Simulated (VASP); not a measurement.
A run of VASP 6.6.1 is set up as follows.

The input POSCAR:

```
CuSi16
1.0
    0.0000000000      5.4300000000      5.4300000000
    5.4300000000      0.0000000000      5.4300000000
    5.4300000000      5.4300000000      0.0000000000
Si Cu
16 1
Direct
    0.0029579190     -0.0042835175     -0.0041761510
    0.1309714549      0.1249545120      0.1250843462
   -0.0021245856     -0.0068367403      0.4978673112
    0.1198318600      0.1236622468      0.6199523020
   -0.0022300184      0.4977416206     -0.0064858195
    0.1196345304      0.6199481584      0.1239790976
   -0.0028758748      0.4966344383      0.4969436464
    0.1216484346      0.6211296501      0.6214587477
    0.5105320442      0.0104388582      0.0104965009
    0.6337634438      0.1346857274      0.1341107735
    0.4957225599     -0.0044415285      0.5033255064
    0.6250683241      0.1248703499      0.6310548803
    0.4954482505      0.5039406998     -0.0046084715
    0.6249231123      0.6311849908      0.1248549724
    0.4937167587      0.4976834254      0.4977034991
    0.6241613260      0.6198344383      0.6196414365
    0.3866461326      0.8887722836      0.8874345304
```

File INCAR.step1:

```
SYSTEM = CuSi16
PREC = Accurate
ENCUT = 520
ISMEAR = 0
SIGMA = 0.02
LREAL = Auto
LASPH = .TRUE.
NELM = 60
NBANDS = 52
NELECT = 74.0
GGA = PE
ALGO = Normal
EDIFF = 1E-4
LWAVE = .TRUE.
LCHARG = .FALSE.
```

INCAR.step2

```
SYSTEM = CuSi16
PREC = Accurate
ENCUT = 520
EDIFF = 1E-6
ISMEAR = 0
SIGMA = 0.02
LREAL = Auto
LASPH = .TRUE.
NELM = 60
ALGO = Normal
ISIF = 2
LWAVE = .FALSE.
LCHARG = .FALSE.
METAGGA = R2SCAN
LMIXTAU = .TRUE.
IVDW = 12
VDW_S6 = 1.0
VDW_S8 = 0.78981345
VDW_A1 = 0.49484001
VDW_A2 = 5.73083694
NBANDS = 52
NELECT = 74.0
ISTART = 1
```

File KPOINTS:

```
Automatic mesh
0
G
  2 2 2
  0 0 0
```

Potentials or basis: VASP PAW PBE potentials, release 64 (Si, Cu).

Run with:

```console
$ cat potpaw_PBE.64/Si/POTCAR potpaw_PBE.64/Cu/POTCAR > POTCAR
$ cp INCAR.step1 INCAR
$ mpirun -np 1 vasp_std > vasp.out
$ cp INCAR.step2 INCAR
$ mpirun -np 1 vasp_std > vasp.out
```

Problem. Estimate the dispersion energy per atom.

Solution. -0.157 eV.

Problem. Estimate the largest force.

Solution. 0.023 eV/Å.

Forces on the atoms (eV/Å):
```
Si   0.016 -0.003 -0.002
Si   0.010  0.007  0.005
Si  -0.007 -0.016 -0.007
Si  -0.004 -0.007 -0.004
Si  -0.007 -0.008 -0.016
Si  -0.007 -0.005 -0.007
Si   0.005  0.003  0.004
Si   0.008  0.008  0.008
Si   0.016  0.011  0.014
Si  -0.002  0.000 -0.001
Si  -0.001 -0.003  0.015
Si   0.005  0.006  0.011
Si  -0.001  0.013 -0.002
Si   0.005  0.013  0.006
Si  -0.016 -0.008 -0.008
Si  -0.006 -0.006 -0.008
Cu  -0.013 -0.005 -0.009
```

Caveat: the k points lie up to 0.50 Å⁻¹ apart; the cell carries a net charge on a neutralising background, which shifts energy and pressure; the PAW data sets were made with another functional, which shifts forces and pressure a little.
